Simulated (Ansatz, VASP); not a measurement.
**Two plane-wave programs on K**

```
CELL_PARAMETERS angstrom
0.00000 3.28940 3.28940
3.28940 0.00000 3.28940
3.28940 3.28940 0.00000
ATOMIC_POSITIONS crystal
K 0.00000 0.00000 0.00000
```

Alike in both runs: task single point; functional PBEsol; k mesh 14 × 14 × 14; occupations fermi-dirac, width 0.08 eV; no spin polarisation.

|  | VASP | Ansatz |
| --- | --- | --- |
| version | VASP 6.6.1 | Ansatz 0.2.0 |
| potentials or method | VASP PAW PBE potentials, release 64 (K_sv) | PAW with Ansatz's default frozen-core files, scalar-relativistic |
| plane-wave cutoff (eV) | 520 | 420 |
| valence electrons in the cell | 9 | 9 |

|  | VASP | Ansatz | Ansatz less VASP |
| --- | --- | --- | --- |
| pressure (GPa) | 0.0 | 0.0 | +0.01 |

VASP's potentials were made for PBE, not for PBEsol. Ansatz's warnings: optics on partly filled bands.
